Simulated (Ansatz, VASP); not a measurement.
# Hf2S in VASP and in Ansatz

File POSCAR:

```
Hf2S
1.0
    3.3742737662      0.0000000000      0.0000000000
   -1.6871368831      2.9222068008      0.0000000000
    0.0000000000      0.0000000000     11.7174070300
Hf S
4 2
Direct
    0.6666666667      0.3333333333      0.8998116400
    0.3333333333      0.6666666667      0.3998116400
    0.6666666667      0.3333333333      0.6001883600
    0.3333333333      0.6666666667      0.1001883600
    0.0000000000      0.0000000000      0.7500000000
    0.0000000000      0.0000000000      0.2500000000
```

INCAR.step1

```
ALGO     = Normal         # electronic algorithm
EDIFF    = 1E-4           # SCF threshold, eV
ENCUT    = 520            # plane-wave cutoff, eV
GGA      = PE             # functional
ISMEAR   = 0              # smearing method
LASPH    = True           # aspherical terms in the spheres
LCHARG   = False          # write CHGCAR
LREAL    = False          # projectors in reciprocal space
LWAVE    = True           # write WAVECAR
NBANDS   = 35             # bands
NELM     = 80             # most SCF steps
PREC     = Accurate       # precision mode
SIGMA    = 0.05           # smearing width, eV
```

INCAR.step2

```
ALGO     = Normal         # electronic algorithm
EDIFF    = 1E-7           # SCF threshold, eV
ENCUT    = 520            # plane-wave cutoff, eV
ISIF     = 2              # what is computed and relaxed
ISMEAR   = 0              # smearing method
ISTART   = 1            
LASPH    = True           # aspherical terms in the spheres
LCHARG   = False          # write CHGCAR
LMIXTAU  = True         
LREAL    = False          # projectors in reciprocal space
LWAVE    = False          # write WAVECAR
METAGGA  = R2SCAN         # meta-GGA
NBANDS   = 35             # bands
NELM     = 80             # most SCF steps
PREC     = Accurate       # precision mode
SIGMA    = 0.05           # smearing width, eV
```

Contents of KPOINTS:

```
k-points
0
Gamma
  6 6 2
```

Input for Ansatz:

```yaml
crystal:
  lattice:
    - [3.3742737662, 0.0, 0.0]
    - [-1.6871368831, 2.9222068008, 0.0]
    - [0.0, 0.0, 11.71740703]
  atoms:
    - { symbol: Hf, position: [0.6666666667, 0.3333333333, 0.89981164] }
    - { symbol: Hf, position: [0.3333333333, 0.6666666667, 0.39981164] }
    - { symbol: Hf, position: [0.6666666667, 0.3333333333, 0.60018836] }
    - { symbol: Hf, position: [0.3333333333, 0.6666666667, 0.10018836] }
    - { symbol: S, position: [0.0, 0.0, 0.75] }
    - { symbol: S, position: [0.0, 0.0, 0.25] }
basis:
  ecutwfc: 500
kpoints:
  mp_grid: { grid: [6, 6, 2] }
hamiltonian:
  xc: r2scan
scf:
  occupations: { method: gaussian, width: 0.05 }
output:
  forces: true
  stress: true
  eigenvalues: true
```

Alike in both runs: task single point; functional r2SCAN; k mesh 6 × 6 × 2; occupations gaussian, width 0.05 eV; no spin polarisation.

|  | VASP | Ansatz |
| --- | --- | --- |
| version | VASP 6.6.1 | Ansatz 0.2.0 |
| potentials or method | VASP PAW PBE potentials, release 64 (Hf_pv, S), cutoff 520 eV | scalar-relativistic, plane waves, PAW |
| valence electrons in the cell | 52 | 116 |

```tsv
	VASP	Ansatz	Ansatz less VASP
gap on the k mesh at the Fermi level (eV)	none	none	-
pressure (GPa)	-0.1	0.8	+0.89
traceless stress, the component that is largest in VASP (GPa)	-0.27	-0.15	+0.121
rms of the force components (eV/Å)	0.027	0.027	-0.0001
```

VASP's potentials were made for PBE, not for r2SCAN. Atom by atom the forces differ by 0.000 eV/Å (rms over components). A gap of «none» marks a metal or a gap that the smearing closes. VASP's potentials hold 52 valence electrons a cell and Ansatz's 116, so a difference there can come from the potentials and not from the codes.

Spin-orbit coupling is off throughout.
